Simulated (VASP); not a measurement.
Here is a VASP 6.6.1 calculation.

File INCAR:

```
SYSTEM = Pt
  ALGO = Fast
  EDIFF = 1E-6
  EDIFFG = -0.003
  ENCUT = 600
  GGA = PE
  IBRION = 2
  ISIF = 3
  ISMEAR = 0
  LASPH = .TRUE.
  LCHARG = .FALSE.
  LREAL = .FALSE.
  LWAVE = .FALSE.
  NELM = 60
  NSW = 80
  PREC = Accurate
  SIGMA = 0.1
```

The input KPOINTS:

```
k-points
0
G
  12 12 12
  0 0 0
```

The input POSCAR:

```
Pt
1.0
    0.0000000000      1.9750000000      1.9750000000
    1.9750000000      0.0000000000      1.9750000000
    1.9750000000      1.9750000000      0.0000000000
Pt
1
Direct
    0.0000000000      0.0000000000      0.0000000000
```

Potentials or basis: VASP PAW PBE potentials, release 64 (Pt).

Launch:

```console
$ cat potpaw_PBE.64/Pt/POTCAR > POTCAR
$ mpirun -np 1 vasp_std > vasp.out
```

What does it give for the band gap on the k mesh?

Zero (band 5 reaches 11.06 eV, above the bottom of band 6 at 8.96 eV).

Estimate the space group after relaxing (to 0.05 Å).

Fm-3m (No. 225).

Estimate the relaxed volume.

15.63 Å³/atom.

Final structure:
```
CELL_PARAMETERS angstrom
0.00000 1.98436 1.98436
1.98436 0.00000 1.98436
1.98436 1.98436 0.00000
ATOMIC_POSITIONS crystal
Pt 0.00000 0.00000 0.00000
```

Caveat: spin-orbit coupling is left out, which moves the levels of the heavy elements.
